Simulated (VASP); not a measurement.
AlNi (rocksalt type), 2 atoms in the cell. Symmetry: Fm-3m, No. 225, cubic system. The conventional cell has a = 4.703 Å, b = 4.703 Å, c = 4.703 Å, α = 90.00°, β = 90.00°, γ = 90.00°. Ni (site symmetry m-3m) has 6 Al at 2.35 Å within 3.1 Å. Al (site symmetry m-3m) has 6 Ni at 2.35 Å within 3.1 Å.  This cell differs from its parent crystal: volume scaled by 0.94.

```yaml
Program: VASP 6.6.1
Task: single point
Functional: PBEsol
Potentials_or_basis: VASP PAW PBE potentials, release 64 (Ni, Al)
Cutoff: 520 eV
k_mesh: 14 × 14 × 14
Occupations: fermi-dirac, width 0.08 eV
Spin: no spin polarisation
Dipole_correction: no
Further_INCAR_settings: ALGO = Normal; EDIFF = 1e-07; NBANDS = 14
```

Potentials or basis: VASP PAW PBE potentials, release 64 (Ni, Al).

Run with:

```bash
$ cat potpaw_PBE.64/Ni/POTCAR potpaw_PBE.64/Al/POTCAR > POTCAR
$ mpirun -np 1 vasp_std > vasp.out
```

Hardware: 1 thread of AMD EPYC 9R45 (Zen 5), on a shared host.

Problem. How long does it take, and how much memory?

Solution. It took 26 s on 1 thread of AMD EPYC 9R45 (Zen 5), with other jobs on the host, peak memory 0.14 GiB. Counts: scf iterations 14, k points 104.
